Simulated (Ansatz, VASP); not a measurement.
# One calculation of SnRu2, two programs

```
CELL_PARAMETERS angstrom
-1.45825 1.45825 5.67820
1.45825 -1.45825 5.67820
1.45825 1.45825 -5.67820
ATOMIC_POSITIONS crystal
Sn 0.00000 0.00000 0.00000
Ru 0.67832 0.67832 0.00000
Ru 0.32168 0.32168 0.00000
```

Alike in both runs: functional PBE; k mesh 8 × 8 × 8; occupations gaussian, width 0.1 eV; no spin polarisation.

Ansatz relaxed the structure, and its values are those at the end. VASP's run is a single point on that final structure, the one shown.

|  | VASP | Ansatz |
| --- | --- | --- |
| version | VASP 6.6.1 | Ansatz 0.2.0 |
| potentials or method | VASP PAW PBE potentials, release 64 (Sn_d, Ru_pv), cutoff 520 eV | scalar-relativistic, plane waves, PAW |
| valence electrons in the cell | 42 | 46 |

|  | VASP | Ansatz | Ansatz less VASP |
| --- | --- | --- | --- |
| gap on the k mesh at the Fermi level (eV) | none | none | - |
| pressure (GPa) | 0.1 | 0.1 | +0.02 |
| rms of the force components (eV/Å) | 0.000 | 0.003 | +0.0030 |

A gap of «none» marks a metal or a gap that the smearing closes. With one functional, cell and mesh, what is left measures potentials, basis and numerics. VASP's potentials hold 42 valence electrons a cell and Ansatz's 46, so a difference there can come from the potentials and not from the codes.

The k mesh is coarse, so the values compare programs but aren't converged.
